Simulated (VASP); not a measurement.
# C (Fd-3m) in VASP: further runs

The runs below take C through single point, with r2SCAN.

Everything below comes from runs of VASP 6.6.1. Logs are shortened: lines on timing, memory, paths and dates and some standing lists are left out, and cuts for length are marked.

## Step 1: The cell of the first run

Symmetry: Fd-3m, No. 227, cubic system. Conventional cell: a = 3.572 Å, b = 3.572 Å, c = 3.572 Å, α = 90.00°, β = 90.00°, γ = 90.00°. C (site symmetry -43m) has 4 C at 1.55 Å within 2.1 Å.

## Step 2: Single point, r2SCAN

POSCAR reads:

```
C
1.0
    0.0000000000      1.7858100000      1.7858100000
    1.7858100000      0.0000000000      1.7858100000
    1.7858100000      1.7858100000      0.0000000000
C
2
Direct
    0.7500000000      0.7500000000      0.7500000000
    0.5000000000      0.5000000000      0.5000000000
```

INCAR.step1 reads:

```
PREC = Accurate
ENCUT = 660
ISMEAR = -1
SIGMA = 0.1
LREAL = F
LASPH = T
NELM = 120
NBANDS = 11
GGA = PE
ALGO = Normal
EDIFF = 1E-5
LWAVE = T
LCHARG = F
GGA_COMPAT = F
```

INCAR.step2 reads:

```
PREC = Accurate
ENCUT = 660
EDIFF = 1E-6
ISMEAR = -1
SIGMA = 0.1
LREAL = F
LASPH = T
NELM = 120
ALGO = Normal
ISIF = 2
LWAVE = F
LCHARG = F
METAGGA = R2SCAN
LMIXTAU = T
NBANDS = 11
ISTART = 1
GGA_COMPAT = F
```

KPOINTS reads:

```
regular mesh
0
Gamma
  12 12 12
```

Potentials or basis: VASP PAW PBE potentials, release 64 (C).

On the command line:

```bash
$ cat potpaw_PBE.64/C/POTCAR > POTCAR
$ cp INCAR.step1 INCAR
$ mpirun -np 1 vasp_std > vasp.out
$ cp INCAR.step2 INCAR
$ mpirun -np 1 vasp_std > vasp.out
```

OUTCAR:

```text
PREC = Accurate
   ENCUT = 660
   EDIFF = 1E-6
   ISMEAR = -1
   LREAL = F
   LASPH = T
   NELM = 120
   ISIF = 2
   METAGGA = R2SCAN
   ISTART = 1

 ion  position               nearest neighbor table
   1  0.750  0.750  0.750-   2 1.55   2 1.55   2 1.55   2 1.55
   2  0.500  0.500  0.500-   1 1.55   1 1.55   1 1.55   1 1.55

  LATTYP: Found a face centered cubic cell.
 ALAT       =     3.5716200000

  Lattice vectors:

 A1 = (   0.0000000000,   1.7858100000,   1.7858100000)
 A2 = (   1.7858100000,   0.0000000000,   1.7858100000)
 A3 = (   1.7858100000,   1.7858100000,   0.0000000000)

Analysis of symmetry for initial positions (statically):
=====================================================================
 Subroutine PRICEL returns:
 Original cell was already a primitive cell.

 Routine SETGRP: Setting up the symmetry group for a
 face centered cubic supercell.

 Subroutine GETGRP returns: Found 48 space group operations
 (whereof 24 operations were pure point group operations)
 out of a pool of 48 trial point group operations.

The static configuration has the point symmetry T_d .
 The point group associated with its full space group is O_h .

Analysis of symmetry for dynamics (positions and initial velocities):
=====================================================================
 Subroutine PRICEL returns:
 Original cell was already a primitive cell.

 Routine SETGRP: Setting up the symmetry group for a
 face centered cubic supercell.

 Subroutine GETGRP returns: Found 48 space group operations
 (whereof 24 operations were pure point group operations)
 out of a pool of 48 trial point group operations.

The dynamic configuration has the point symmetry T_d .
 The point group associated with its full space group is O_h .

 Subroutine INISYM returns: Found 48 space group operations
 (whereof 24 operations are pure point group operations),
 and found     1 'primitive' translations

----------------------------------------------------------------------------------------

                                     Primitive cell

  volume of cell :      11.3903

  direct lattice vectors                    reciprocal lattice vectors
     0.000000000  1.785810000  1.785810000    -0.279984993  0.279984993  0.279984993
     1.785810000  0.000000000  1.785810000     0.279984993 -0.279984993  0.279984993
     1.785810000  1.785810000  0.000000000     0.279984993  0.279984993 -0.279984993

  length of vectors
     2.525516722  2.525516722  2.525516722     0.484948233  0.484948233  0.484948233

  position of ions in fractional coordinates (direct lattice)
     0.750000000  0.750000000  0.750000000
     0.500000000  0.500000000  0.500000000

  ion indices of the primitive-cell ions
   primitive index   ion index
                 1           1
                 2           2

----------------------------------------------------------------------------------------

 KPOINTS: regular mesh

Automatic generation of k-mesh.
 Grid dimensions read from file:
 generate k-points for:   12   12   12

 Generating k-lattice:

  Cartesian coordinates                     Fractional coordinates (reciprocal lattice)
    -0.023332083  0.023332083  0.023332083     0.083333333  0.000000000  0.000000000
     0.023332083 -0.023332083  0.023332083     0.000000000  0.083333333  0.000000000
     0.023332083  0.023332083 -0.023332083     0.000000000  0.000000000  0.083333333

  Length of vectors
     0.040412353  0.040412353  0.040412353

  Shift w.r.t. Gamma in fractional coordinates (k-lattice)
     0.000000000  0.000000000  0.000000000

 Subroutine IBZKPT returns following result:
 ===========================================

 Found     72 irreducible k-points:

 Following reciprocal coordinates:
            Coordinates               Weight
  0.000000  0.000000  0.000000      1.000000
  0.083333  0.000000  0.000000      8.000000
  0.166667  0.000000  0.000000      8.000000
  0.250000  0.000000  0.000000      8.000000
  0.333333  0.000000  0.000000      8.000000
  0.416667  0.000000  0.000000      8.000000
[... 16 lines left out ...]
  0.500000  0.166667  0.000000     24.000000
 -0.416667  0.166667  0.000000     24.000000
 [... further k-points ...]
   k-points           NKPTS =     72   k-points in BZ     NKDIM =     72   number of bands    NBANDS=     11
   number of dos      NEDOS =    301   number of ions     NIONS =      2
   total plane-waves  NPLWV =  13824
   dimension x,y,z NGX =    24 NGY =   24 NGZ =   24
   dimension x,y,z NGXF=    48 NGYF=   48 NGZF=   48
   ions per type =               2
   NGX,Y,Z   is equivalent  to a cutoff of  15.80, 15.80, 15.80 a.u.
   NGXF,Y,Z  is equivalent  to a cutoff of  31.60, 31.60, 31.60 a.u.
 SYSTEM =  unknown system
   PREC   = accura    normal or accurate (medium, high low for compatibility)
   ISTART =      1    job   : 0-new  1-cont  2-samecut
   ICHARG =      0    charge: 1-file 2-atom 10-const
   ISPIN  =      1    spin polarized calculation?
   LNONCOLLINEAR =      F non collinear calculations
   LSORBIT =      F    spin-orbit coupling
   LASPH  =      T    aspherical Exc in radial PAW
   ENCUT  =  660.0 eV  48.51 Ry    6.96 a.u.   5.29  5.29  5.29*2*pi/ulx,y,z
   NELM   =    120;   NELMIN=  2; NELMDL=  0     # of ELM steps
   EDIFF  = 0.1E-05   stopping-criterion for ELM
   LREAL  =      F    real-space projection
   EDIFFG = 0.1E-04   stopping-criterion for IOM
   NSW    =      0    number of steps for IOM
   IBRION =     -1    ionic relax: 0-MD 1-quasi-New 2-CG
   NFREE  =      0    steps in history (QN), initial steepest desc. (CG)
   ISIF   =      2    stress and relaxation
   ISYM   =      2    0-nonsym 1-usesym 2-fastsym
   POTIM  = 0.5000    time-step for ionic-motion
   TEBEG  =    0.0;   TEEND  =   0.0 temperature during run
   PSTRESS=    0.0 pullay stress
   NELECT =       8.0000    total number of electrons
   NUPDOWN=      -1.0000    fix difference up-down
   EMIN   =  10.00;   EMAX   =-10.00  energy-range for DOS
   EFERMI =   0.00;   METHOD = LEGACY
   ISMEAR =    -1;   SIGMA  =   0.10  broadening in eV -4-tet -1-fermi 0-gaus
   EFERMI_NEDOS =   21; number of points for ismear=-14 and -15
   IALGO  =     38    algorithm
   IMIX   =      4    mixing-type and parameters
     AMIX     =   0.40;   BMIX     =  1.00
     AMIX_MAG =   1.60;   BMIX_MAG =  1.00
  volume/ion in A,a.u.               =       5.70        38.43
  Fermi-wavevector in a.u.,A,eV,Ry     =   1.455212  2.749952 28.812265  2.117642
  Thomas-Fermi vector in A             =   2.572273
   LORBIT       =      0    0 simple, 1 ext, 2 COOP (PROOUT), +10 PAW based schemes
   METAGGA = R2SCAN    functional components
   LHFCALC =     F    Hartree Fock is set to
   AEXX    =    0.0000 exact exchange contribution
   IVDW    =     0    specifies the selected vdW correction
   LEPSILON=     F    determine dielectric tensor
   LRPA    =     F    only Hartree local field effects (RPA)
 non-spin polarized calculation
  energy-cutoff  :      660.00
  volume of cell :       11.39
 maximum number of plane-waves:       448
 NGX is ok and might be reduce to    24
   NGX = 11   NGY = 11   NGZ = 11

 number of electron       8.0000000 magnetization

 Free energy of the ion-electron system (eV)
  ---------------------------------------------------
  ext. energy  EPLUGINS =         0.00000000
  ---------------------------------------------------
  free energy    TOTEN  =       -19.66833008 eV

  energy without entropy =      -19.66833008  energy(sigma->0) =      -19.66833008

 E-fermi :  11.5004     XC(G=0): -14.2343

 val. band max:        9.6503664660   @ k =   0.0000   0.0000   0.0000
 cond. band min:      13.9845267292   @ k =   0.3333   0.3333   0.0000
 fundamental gap:      4.3341602631
 Fermi energy:        11.5003601745

 k-point     1 :       0.0000    0.0000    0.0000
  band No.  band energies     occupation
      1     -12.9866      2.00000
      2       9.6504      2.00000
      3       9.6504      2.00000
      4       9.6504      2.00000
      5      15.4750      0.00000
      6      15.4750      0.00000
      7      15.4750      0.00000
      8      23.3689      0.00000
      9      29.9921      0.00000
     10      36.9944      0.00000
     11      36.9944      0.00000

 k-point     2 :       0.0833    0.0000    0.0000
  band No.  band energies     occupation
      1     -12.7865      2.00000
      2       8.3377      2.00000
      3       9.3069      2.00000
      4       9.3069      2.00000
      5      15.9252      0.00000
      6      15.9252      0.00000
      7      16.2370      0.00000
      8      23.5760      0.00000
      9      30.3355      0.00000
     10      34.9513      0.00000
     11      34.9513      0.00000

 k-point     3 :       0.1667    0.0000    0.0000
  band No.  band energies     occupation
      1     -12.1886      2.00000
      2       5.6528      2.00000
      3       8.5634      2.00000
      4       8.5634      2.00000
      5      16.9014      0.00000
      6      16.9014      0.00000
      7      17.3608      0.00000
      8      24.1735      0.00000
      9      31.0530      0.00000
     10      33.3166      0.00000
     11      33.3166      0.00000
[... 267 lines left out ...]
 k-point    23 :       0.5000    0.1667    0.0000
  band No.  band energies     occupation
      1      -7.0387      2.00000
      2      -2.9888      2.00000
      3       4.3584      2.00000
      4       5.4608      2.00000
      5      17.0771      0.00000
      6      20.9109      0.00000
      7      21.3322      0.00000
      8      24.7307      0.00000
      9      30.9127      0.00000
     10      34.7517      0.00000
     11      37.4371      0.00000

 k-point    24 :      -0.4167    0.1667    0.0000
  band No.  band energies     occupation
      1      -6.6170      2.00000
      2      -3.5010      2.00000
      3       3.8512      2.00000
      4       5.8577      2.00000
      5      17.5349      0.00000
      6      20.3869      0.00000
      7      21.3105      0.00000
      8      25.9818      0.00000
      9      30.1574      0.00000
     10      34.8728      0.00000
     11      35.5604      0.00000

 [... further k-points ...]

------------------------ aborting loop because EDIFF is reached ----------------------------------------

  FORCE on cell =-STRESS in cart. coord.  units (eV):
  Direction    XX          YY          ZZ          XY          YZ          ZX
  --------------------------------------------------------------------------------------
  -------------------------------------------------------------------------------------
  Total       -0.2917573     -0.2917573     -0.2917573     -0.0000000      0.0000000     -0.0000000
  in kB      -41.0389878    -41.0389878    -41.0389878     -0.0000000      0.0000000     -0.0000000
  external PRESSURE =     -41.0389878 kB  Pullay stress =       0.0000000 kB

 VOLUME and BASIS-vectors are now :
 -----------------------------------------------------------------------------
  energy-cutoff  :      660.00
  volume of cell :       11.39
      direct lattice vectors                 reciprocal lattice vectors
     0.000000000  1.785810000  1.785810000    -0.279984993  0.279984993  0.279984993
     1.785810000  0.000000000  1.785810000     0.279984993 -0.279984993  0.279984993
     1.785810000  1.785810000  0.000000000     0.279984993  0.279984993 -0.279984993

 POSITION                                       TOTAL-FORCE (eV/Angst)
 -----------------------------------------------------------------------------------
      2.67871      2.67871      2.67871        -0.000000     -0.000000     -0.000000
      1.78581      1.78581      1.78581         0.000000      0.000000      0.000000
 -----------------------------------------------------------------------------------
    total drift:                                0.000000      0.000000      0.000000

  FREE ENERGIE OF THE ION-ELECTRON SYSTEM (eV)
  ---------------------------------------------------
  free  energy   TOTEN  =       -19.6683300795 eV

  energy  without entropy=      -19.6683300794  energy(sigma->0) =      -19.66833008
```

Run time: 54 s. Hardware: 1 thread of AMD EPYC 7R43 (Zen 3), shared host; peak memory 0.1 GiB.

Results:

- Free energy: -19.6683 eV
- Pressure: -4.1 GPa
- Band gap on the k mesh: 4.33 eV (least direct gap 5.82 eV)

Caveat: the cell stands under tension; the PAW data sets were made with another functional, which shifts forces and pressure a little.

## Step 3: Single point, r2SCAN

POSCAR is that of step 2.

INCAR.step1 reads:

```
SYSTEM = C
ALGO = Normal
EDIFF = 1E-5
ENCUT = 660
GGA = PE
GGA_COMPAT = .FALSE.
ISMEAR = -1
LASPH = .TRUE.
LCHARG = .FALSE.
LREAL = .FALSE.
LWAVE = .TRUE.
NBANDS = 11
NELM = 120
PREC = Accurate
SIGMA = 0.1
```

INCAR.step2 reads:

```
SYSTEM = C
ALGO = Normal
EDIFF = 1E-6
ENCUT = 660
GGA_COMPAT = .FALSE.
ISIF = 2
ISMEAR = -1
ISTART = 1
LASPH = .TRUE.
LCHARG = .FALSE.
LMIXTAU = .TRUE.
LREAL = .FALSE.
LWAVE = .FALSE.
METAGGA = R2SCAN
NBANDS = 11
NELM = 120
PREC = Accurate
SIGMA = 0.1
```

KPOINTS reads:

```
k-points
0
G
  12 12 12
  0 0 0
```

Potentials or basis: VASP PAW PBE potentials, release 64 (C).

On the command line:

```bash
$ cat potpaw_PBE.64/C/POTCAR > POTCAR
$ cp INCAR.step1 INCAR
$ mpirun -np 1 vasp_std > vasp.out
$ cp INCAR.step2 INCAR
$ mpirun -np 1 vasp_std > vasp.out
```

Wall time 73 s (1 thread of AMD EPYC 7R43 (Zen 3), shared host); peak memory 0.1 GiB.

The run converged. Its results:

```yaml
Free_energy: -19.6683 eV
Pressure: -4.1 GPa
Band_gap_on_the_k_mesh: 4.33 eV (least direct gap 5.82 eV)
```

Levels at points of the mesh, in eV from the valence-band top:
| k point | band 1 | band 2 | band 3 | band 4 | band 5 | band 6 | band 7 | band 8 |
| --- | --- | --- | --- | --- | --- | --- | --- | --- |
| (0.00, 0.00, 0.00) | -22.64 | 0.00 | 0.00 | 0.00 | 5.82 | 5.82 | 5.82 | 13.72 |
| (0.50, 0.00, 0.00) | -16.72 | -14.00 | -2.97 | -2.97 | 8.86 | 8.86 | 9.07 | 16.66 |
| (0.50, 0.50, 0.00) | -13.56 | -13.56 | -6.63 | -6.63 | 4.99 | 4.99 | 17.80 | 17.80 |

Caveat: the cell stands under tension; the PAW data sets were made with another functional, which shifts forces and pressure a little. A k mesh can miss the band edges.
